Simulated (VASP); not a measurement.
BN:

```
CELL_PARAMETERS angstrom
2.51217 0.00000 0.00000
-1.25608 2.17560 0.00000
0.00000 0.00000 8.32722
ATOMIC_POSITIONS crystal
B 0.33333 0.66667 0.25000
B 0.66667 0.33333 0.75000
N 0.66667 0.33333 0.25000
N 0.33333 0.66667 0.75000
```

| Item | Value |
| --- | --- |
| Program | VASP 6.6.1 |
| Task | relaxation of cell and atoms |
| Functional | LDA |
| Potentials or basis | VASP PAW LDA potentials, release 64 (B, N) |
| Cutoff | 600 eV |
| k mesh | 12 × 12 × 4 |
| Occupations | fermi-dirac, width 0.02 eV |
| Spin | no spin polarisation |

At the start: pressure -5.6 GPa; volume 11.38 Å³/atom.

Where does the relaxation end?

Over 16 steps the energy falls by 26.0 meV/atom and the volume is 8.67 Å³/atom (-23.8 %); space group P6_3/mmc (No. 194, to 0.1 Å) before and after.

Step by step:
```tsv
step	energy change (eV)	largest force (eV/Å)	pressure (GPa)	volume (Å³)
1	0.0000	0.0000	-5.60	45.51
2	0.0611	0.0000	11.18	42.93
3	-0.0209	0.0000	-0.43	44.63
4	-0.0209	0.0000	-0.33	44.62
5	-0.0221	0.0000	-0.33	44.46
6	-0.0257	0.0000	-0.35	43.99
7	-0.0335	0.0000	-0.39	43.06
8	-0.0511	0.0000	-0.43	41.20
9	-0.0888	0.0000	-0.28	37.47
10	0.0047	0.0000	4.33	30.01
11	-0.0981	0.0000	-0.09	36.28
12	-0.1025	0.0000	0.61	34.00
13	-0.1038	0.0000	0.28	34.87
14	-0.1039	0.0000	0.34	34.67
15	-0.0483	0.0000	-10.82	35.49
16	-0.1039	0.0000	-0.01	34.70
```

Final structure:
```
B N
1.0
     2.49010    0.00000    0.00000
    -1.24505    2.15649    0.00000
     0.00000    0.00000    6.46144
B N
2 2
Cartesian
  0.0000 1.4377 1.6154
  1.2451 0.7188 4.8461
  1.2451 0.7188 1.6154
  0.0000 1.4377 4.8461
```

Caveat: the volume moved by over 15 % at a fixed basis, so the end points are rough.
